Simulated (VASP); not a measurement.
Write the native input for VASP 6.6.1 that does the following.

- Task: relaxation of the atoms
- Functional: PBE
- Dispersion: D3(BJ)
- Potentials or basis: VASP PAW PBE potentials, release 64 (C, H)
- Cutoff: 520 eV
- k mesh: 12 × 12 × 1
- Occupations: gaussian, width 0.1 eV
- Spin: no spin polarisation
- Dipole correction: yes
- Atoms held fixed (from 0): [0, 1, 2, 3]
- Further INCAR settings: ALGO = Fast; EDIFF = 1e-07; IBRION = 2; EDIFFG = -0.03; NSW = 90

The structure of HC10 lies in POSCAR:

```
HC10
1.0
    2.4649634496      0.0000000000      0.0000000000
   -1.2324817248      2.1347209668      0.0000000000
    0.0000000000      0.0000000000     32.4810787678
C H
10 1
Selective dynamics
Direct
    0.0000000000      0.0000000000      0.2616908206  F F F
    0.6666666667      0.3333333333      0.2616908157  F F F
    0.0000000000      0.0000000000      0.3654518341  F F F
    0.3333333333      0.6666666667      0.3654518293  F F F
    0.0000000000      0.0000000000      0.4692128476  T T T
    0.6666666667      0.3333333333      0.4692128428  T T T
    0.0000000000      0.0000000000      0.5729738612  T T T
    0.3333333333      0.6666666667      0.5729738563  T T T
    0.0000000000      0.0000000000      0.6767348747  T T T
    0.6666666667      0.3333333333      0.6767348698  T T T
    0.0000000000      0.0000000000      0.7099850018  T T T
```

One way to write it, as run:

INCAR

```
  PREC = Accurate
  ENCUT = 520
  EDIFF = 1E-7
  ISMEAR = 0
  SIGMA = 0.1
  LREAL = F
  LASPH = T
  NELM = 80
  ALGO = Fast
  ISIF = 2
  LWAVE = F
  LCHARG = F
  LDIPOL = T
  IDIPOL = 3
  DIPOL = 0.5 0.5 0.491
  GGA = PE
  IVDW = 12
  IBRION = 2
  NSW = 90
  EDIFFG = -0.03
```

KPOINTS

```
Automatic mesh
0
Gamma
  12 12 1
```

Potentials or basis: VASP PAW PBE potentials, release 64 (C, H).

Command:

```console
$ cat potpaw_PBE.64/C/POTCAR potpaw_PBE.64/H/POTCAR > POTCAR
$ mpirun -np 1 vasp_std > vasp.out
```

It gave:

```
Energy gained by relaxing  : 53.8 meV/atom
Ionic steps                : 20
Band gap on the k mesh     : zero (an odd number of electrons rules out a gap without spin polarisation)
Dispersion energy per atom : -0.134 eV
```

Wall time 30 min on 1 thread of Oxide Virtual Turin-like Processor, on a shared host, peak memory 0.28 GiB.
